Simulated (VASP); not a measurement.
# NbSbSe (Immm) in VASP: single point with PBE

Aim: the single point of NbSbSe with PBE.

Program: VASP 6.6.1. These are calculated values, not measurements. Logs are shortened: lines on timing, memory, paths and dates and some standing lists are left out, and cuts for length are marked.

## 1. The cell of the first run

The structure is orthorhombic, space group Immm (No. 71). The conventional cell has a = 3.653 Å, b = 5.087 Å, c = 13.010 Å, α = 90.00°, β = 90.00°, γ = 90.00°. Nb (site symmetry mm2) has 4 Sb at 2.78 Å and 4 Se at 2.81 to 2.87 Å and 3 Nb at 3.09 to 3.65 Å within 3.7 Å. Sb (site symmetry m2m) has 2 Sb at 2.25 to 2.84 Å and 4 Nb at 2.78 Å within 3.0 Å. Within 3.7 Å of Se (site symmetry mm2) lie 4 Nb at 2.81 to 2.87 Å and 6 Se at 3.29 to 3.65 Å and 4 Sb at 3.48 Å.

## 2. Single point, PBE

The input, POSCAR:

```
NbSbSe
1.0
    0.0000000000      0.0000000000      5.0867140000
    3.6528110000      0.0000000000      0.0000000000
    1.8264060000      6.5047900000     -2.5433570000
Nb Sb Se
2 2 2
Direct
    0.6188000000      0.8812000000      0.2376000000
    0.3812000000      0.1188000000      0.7624000000
    0.2210000000      0.5000000000      0.0000000000
    0.7790000000      0.5000000000      0.0000000000
    0.2110000000      0.7890000000      0.4220000000
    0.7890000000      0.2110000000      0.5780000000
```

The input, INCAR.step1:

```
  PREC = Accurate
  ENCUT = 520
  EDIFF = 1E-7
  ISMEAR = -1
  SIGMA = 0.1
  LREAL = F
  LASPH = T
  NELM = 60
  ALGO = Normal
  ISIF = 2
  LWAVE = F
  LCHARG = T
  LMAXMIX = 4
  GGA = PE
  NBANDS = 33
```

The input, KPOINTS.step1:

```
Automatic mesh
0
Gamma
  8 8 8
```

The input, INCAR.step2:

```
  PREC = Accurate
  ENCUT = 520
  EDIFF = 1E-7
  ISMEAR = -5
  SIGMA = 0.1
  LREAL = F
  LASPH = T
  NELM = 60
  ALGO = Normal
  ISIF = 2
  LWAVE = F
  LCHARG = F
  LMAXMIX = 4
  GGA = PE
  LORBIT = 10
  NBANDS = 33
  NEDOS = 1001
  ICHARG = 11
```

The input, KPOINTS.step2:

```
Automatic mesh
0
Gamma
  12 12 12
```

Potentials or basis: VASP PAW PBE potentials, release 64 (Nb_sv, Sb, Se).

Command:

```sh
$ cat potpaw_PBE.64/Nb_sv/POTCAR potpaw_PBE.64/Sb/POTCAR potpaw_PBE.64/Se/POTCAR > POTCAR
$ cp INCAR.step1 INCAR
$ cp KPOINTS.step1 KPOINTS
$ mpirun -np 1 vasp_std > vasp.out
$ cp INCAR.step2 INCAR
$ cp KPOINTS.step2 KPOINTS
$ mpirun -np 1 vasp_std > vasp.out
```

OUTCAR:

```text
PREC = Accurate
   ENCUT = 520
   EDIFF = 1E-7
   ISMEAR = -5
   LREAL = F
   LASPH = T
   NELM = 60
   ISIF = 2
   GGA = PE
   LORBIT = 10
   ICHARG = 11

 ion  position               nearest neighbor table
   1  0.619  0.881  0.238-   3 2.78   4 2.78   3 2.78   4 2.78   5 2.81   5 2.81   6 2.87   6 2.87

   2  0.381  0.119  0.762-   3 2.78   4 2.78   3 2.78   4 2.78   6 2.81   6 2.81   5 2.87   5 2.87

   3  0.221  0.500  0.000-   4 2.25   2 2.78   1 2.78   1 2.78   2 2.78   4 2.84
   4  0.779  0.500  0.000-   3 2.25   2 2.78   1 2.78   1 2.78   2 2.78   3 2.84
   5  0.211  0.789  0.422-   1 2.81   1 2.81   2 2.87   2 2.87
   6  0.789  0.211  0.578-   2 2.81   2 2.81   1 2.87   1 2.87

  LATTYP: Found a body centered orthorhombic cell.
 ALAT       =     3.6528110000
 B/A-ratio  =     1.3925478214
 C/A-ratio  =     3.5615256305

  Lattice vectors:

 A1 = (  -1.8264060000,  -6.5047900000,   2.5433570000)
 A2 = (   1.8264050000,  -6.5047900000,  -2.5433570000)
 A3 = (   1.8264060000,   6.5047900000,   2.5433570000)

Analysis of symmetry for initial positions (statically):
=====================================================================
 Subroutine PRICEL returns:
 Original cell was already a primitive cell.

 Routine SETGRP: Setting up the symmetry group for a
 body centered orthorhombic supercell.

 Subroutine GETGRP returns: Found  8 space group operations
 (whereof  8 operations were pure point group operations)
 out of a pool of  8 trial point group operations.

The static configuration has the point symmetry D_2h.

Analysis of symmetry for dynamics (positions and initial velocities):
=====================================================================
 Subroutine PRICEL returns:
 Original cell was already a primitive cell.

 Routine SETGRP: Setting up the symmetry group for a
 body centered orthorhombic supercell.

 Subroutine GETGRP returns: Found  8 space group operations
 (whereof  8 operations were pure point group operations)
 out of a pool of  8 trial point group operations.

The dynamic configuration has the point symmetry D_2h.

 Subroutine INISYM returns: Found  8 space group operations
 (whereof  8 operations are pure point group operations),
 and found     1 'primitive' translations

----------------------------------------------------------------------------------------

                                     Primitive cell

  volume of cell :     120.8642

  direct lattice vectors                    reciprocal lattice vectors
     0.000000000  0.000000000  5.086714000     0.000000000  0.076866432  0.196590569
     3.652811000  0.000000000  0.000000000     0.273761769 -0.076866453  0.000000000
     1.826406000  6.504790000 -2.543357000     0.000000000  0.153732865  0.000000000

  length of vectors
     5.086714000  3.652811000  7.219190858     0.211083633  0.284348303  0.153732865

  position of ions in fractional coordinates (direct lattice)
     0.618800000  0.881200000  0.237600000
     0.381200000  0.118800000  0.762400000
     0.221000000  0.500000000  0.000000000
     0.779000000  0.500000000  0.000000000
     0.211000000  0.789000000  0.422000000
     0.789000000  0.211000000  0.578000000

  ion indices of the primitive-cell ions
   primitive index   ion index
                 1           1
                 2           2
                 3           3
                 4           4
                 5           5
                 6           6

----------------------------------------------------------------------------------------

 KPOINTS: Automatic mesh

Automatic generation of k-mesh.
 Grid dimensions read from file:
 generate k-points for:   12   12   12

 Generating k-lattice:

  Cartesian coordinates                     Fractional coordinates (reciprocal lattice)
     0.000000000  0.006405536  0.016382547     0.083333333  0.000000000  0.000000000
     0.022813481 -0.006405538  0.000000000     0.000000000  0.083333333 -0.000000000
     0.000000000  0.012811072  0.000000000     0.000000000  0.000000000  0.083333333

  Length of vectors
     0.017590303  0.023695692  0.012811072

  Shift w.r.t. Gamma in fractional coordinates (k-lattice)
     0.000000000  0.000000000  0.000000000

 TETIRR: Found   5120 inequivalent tetrahedra from    10368

 Subroutine IBZKPT returns following result:
 ===========================================

 Found    280 irreducible k-points:

 Following reciprocal coordinates:
            Coordinates               Weight
  0.000000  0.000000  0.000000      1.000000
  0.083333  0.000000  0.000000      4.000000
  0.166667  0.000000  0.000000      4.000000
  0.250000  0.000000  0.000000      4.000000
  0.333333  0.000000  0.000000      4.000000
  0.416667  0.000000  0.000000      4.000000
[... 16 lines left out ...]
  0.250000  0.166667 -0.000000      8.000000
  0.333333  0.166667 -0.000000      8.000000
 [... further k-points ...]
   k-points           NKPTS =    280   k-points in BZ     NKDIM =    280   number of bands    NBANDS=     33
   number of dos      NEDOS =   1001   number of ions     NIONS =      6
   total plane-waves  NPLWV =  60480
   dimension x,y,z NGX =    40 NGY =   28 NGZ =   54
   dimension x,y,z NGXF=    80 NGYF=   56 NGZF=  108
   ions per type =               2   2   2
   NGX,Y,Z   is equivalent  to a cutoff of  13.07, 12.74, 12.44 a.u.
   NGXF,Y,Z  is equivalent  to a cutoff of  26.15, 25.49, 24.87 a.u.
 SYSTEM =  unknown system
   PREC   = accura    normal or accurate (medium, high low for compatibility)
   ISTART =      0    job   : 0-new  1-cont  2-samecut
   ICHARG =     11    charge: 1-file 2-atom 10-const
   ISPIN  =      1    spin polarized calculation?
   LNONCOLLINEAR =      F non collinear calculations
   LSORBIT =      F    spin-orbit coupling
   LASPH  =      T    aspherical Exc in radial PAW
   ENCUT  =  520.0 eV  38.22 Ry    6.18 a.u.   9.46  6.79 13.42*2*pi/ulx,y,z
   NELM   =     60;   NELMIN=  2; NELMDL=  0     # of ELM steps
   EDIFF  = 0.1E-06   stopping-criterion for ELM
   LREAL  =      F    real-space projection
   EDIFFG = 0.1E-05   stopping-criterion for IOM
   NSW    =      0    number of steps for IOM
   IBRION =     -1    ionic relax: 0-MD 1-quasi-New 2-CG
   NFREE  =      0    steps in history (QN), initial steepest desc. (CG)
   ISIF   =      2    stress and relaxation
   ISYM   =      2    0-nonsym 1-usesym 2-fastsym
   POTIM  = 0.5000    time-step for ionic-motion
   TEBEG  =    0.0;   TEEND  =   0.0 temperature during run
   PSTRESS=    0.0 pullay stress
   NELECT =      48.0000    total number of electrons
   NUPDOWN=      -1.0000    fix difference up-down
   EMIN   =  10.00;   EMAX   =-10.00  energy-range for DOS
   EFERMI =   0.00;   METHOD = LEGACY
   ISMEAR =    -5;   SIGMA  =   0.10  broadening in eV -4-tet -1-fermi 0-gaus
   EFERMI_NEDOS =   21; number of points for ismear=-14 and -15
   IALGO  =     38    algorithm
   IMIX   =      4    mixing-type and parameters
     AMIX     =   0.40;   BMIX     =  1.00
     AMIX_MAG =   1.60;   BMIX_MAG =  1.00
  volume/ion in A,a.u.               =      20.14       135.94
  Fermi-wavevector in a.u.,A,eV,Ry     =   1.203343  2.273988 19.701692  1.448034
  Thomas-Fermi vector in A             =   2.339099
   LORBIT       =     10    0 simple, 1 ext, 2 COOP (PROOUT), +10 PAW based schemes
   GGA     = PE    functional components
   LHFCALC =     F    Hartree Fock is set to
   AEXX    =    0.0000 exact exchange contribution
   IVDW    =     0    specifies the selected vdW correction
   LEPSILON=     F    determine dielectric tensor
   LRPA    =     F    only Hartree local field effects (RPA)
 non-spin polarized calculation
 Fermi weights with tetrahedron method with Bloechl corrections
  energy-cutoff  :      520.00
  volume of cell :      120.86
 maximum number of plane-waves:      3295
 NGX is ok and might be reduce to    40

 number of electron      47.9999999 magnetization

 Free energy of the ion-electron system (eV)
  ---------------------------------------------------
  ext. energy  EPLUGINS =         0.00000000
  ---------------------------------------------------
  free energy    TOTEN  =       -35.35037997 eV

  energy without entropy =      -35.35037997  energy(sigma->0) =      -35.35037997

 E-fermi :   9.7992     XC(G=0): -11.2159

 val. band max:        9.8137366754   @ k =  -0.4167   0.2500   0.0833
 cond. band min:       9.7521813206   @ k =   0.0833   0.0000   0.3333
 fundamental gap:     -0.0615553548
 Fermi energy:         9.7992079011

 k-point     1 :       0.0000    0.0000    0.0000
  band No.  band energies     occupation
      1     -45.8969      2.00000
      2     -45.8736      2.00000
      3     -22.0591      2.00000
      4     -22.0499      2.00000
      5     -22.0201      2.00000
      6     -21.9551      2.00000
[... 25 lines left out ...]
     32      13.2582      0.00000
     33      13.8080      0.00000

 k-point     2 :       0.0833    0.0000    0.0000
  band No.  band energies     occupation
      1     -45.8969      2.00000
      2     -45.8736      2.00000
      3     -22.0589      2.00000
      4     -22.0502      2.00000
      5     -22.0202      2.00000
      6     -21.9552      2.00000
[... 25 lines left out ...]
     32      13.3572      0.00000
     33      13.7889      0.00000
[... 754 lines left out ...]
     32      13.2195      0.00000
     33      13.4201      0.00000

 k-point    24 :       0.3333    0.1667   -0.0000
  band No.  band energies     occupation
      1     -45.8953      2.00000
      2     -45.8723      2.00000
      3     -22.0537      2.00000
      4     -22.0480      2.00000
      5     -22.0186      2.00000
      6     -21.9833      2.00000
[... 25 lines left out ...]
     32      12.8616      0.00000
     33      13.1723      0.00000

 [... further k-points ...]

------------------------ aborting loop because EDIFF is reached ----------------------------------------

  FORCE on cell =-STRESS in cart. coord.  units (eV):
  Direction    XX          YY          ZZ          XY          YZ          ZX
  --------------------------------------------------------------------------------------
  -------------------------------------------------------------------------------------
  Total        4.6949971     -0.4075379     29.3710165     -0.0000000      0.0000000      0.0000000
  in kB       62.2369219     -5.4023261    389.3424502     -0.0000004      0.0000000      0.0000000
  external PRESSURE =     148.7256820 kB  Pullay stress =       0.0000000 kB

 VOLUME and BASIS-vectors are now :
 -----------------------------------------------------------------------------
  energy-cutoff  :      520.00
  volume of cell :      120.86
      direct lattice vectors                 reciprocal lattice vectors
     0.000000000  0.000000000  5.086714000     0.000000000  0.076866432  0.196590569
     3.652811000  0.000000000  0.000000000     0.273761769 -0.076866453  0.000000000
     1.826406000  6.504790000 -2.543357000     0.000000000  0.153732865  0.000000000

 POSITION                                       TOTAL-FORCE (eV/Angst)
 -----------------------------------------------------------------------------------
      3.65281      1.54554      2.54336         0.000000      1.697437     -0.000000
      1.82641      4.95925      0.00000        -0.000000     -1.697437     -0.000000
      1.82641      0.00000      1.12416        -0.000000      0.000000      8.582240
      1.82641      0.00000      3.96255         0.000000      0.000000     -8.582240
      3.65281      2.74502      0.00000         0.000000      0.471523     -0.000000
      1.82641      3.75977      2.54336        -0.000000     -0.471523     -0.000000
 -----------------------------------------------------------------------------------
    total drift:                               -0.000000      0.000000     -0.000000

  FREE ENERGIE OF THE ION-ELECTRON SYSTEM (eV)
  ---------------------------------------------------
  free  energy   TOTEN  =       -35.3503799701 eV

  energy  without entropy=      -35.3503799701  energy(sigma->0) =      -35.35037997

 total charge

# of ion       s       p       d       tot
------------------------------------------
    1        2.140   5.996   2.463  10.599
    2        2.140   5.996   2.463  10.599
    3        1.127   1.548   0.095   2.770
    4        1.127   1.548   0.095   2.770
    5        1.465   2.308   0.041   3.814
    6        1.465   2.308   0.041   3.814
--------------------------------------------------
tot          9.463  19.704   5.200  34.367
```

Wall time 30 min (1 thread of Intel Xeon 8259CL, shared host); peak memory 1 GiB.

What came out:

```yaml
Valence_electrons_inside_the_program's_atomic_spheres: Nb 10.60; Sb 2.77; Se 3.81
```

Levels at points of the mesh, in eV from the Fermi level:
| k point | band 20 | band 21 | band 22 | band 23 | band 24 | band 25 | band 26 | band 27 | band 28 | band 29 |
| --- | --- | --- | --- | --- | --- | --- | --- | --- | --- | --- |
| (0.00, 0.00, 0.00) | -1.90 | -1.73 | -1.43 | -0.89 | -0.04 | 0.01 | 0.09 | 1.35 | 1.48 | 1.68 |
| (0.50, 0.00, 0.00) | -2.30 | -1.99 | -1.72 | -1.53 | -1.32 | -0.13 | 0.66 | 0.89 | 1.56 | 2.04 |
| (0.00, 0.50, 0.00) | -3.40 | -3.24 | -2.39 | -2.15 | -0.65 | 0.75 | 1.11 | 1.21 | 1.59 | 1.81 |
| (0.50, 0.50, 0.00) | -2.60 | -2.22 | -1.96 | -1.92 | 0.14 | 0.67 | 0.95 | 1.51 | 1.57 | 1.70 |
| (0.00, 0.00, 0.50) | -2.13 | -1.84 | -1.33 | -0.90 | -0.87 | -0.17 | 0.69 | 1.19 | 1.21 | 2.13 |

Caveat: spin-orbit coupling is left out, which moves the levels of the heavy elements.
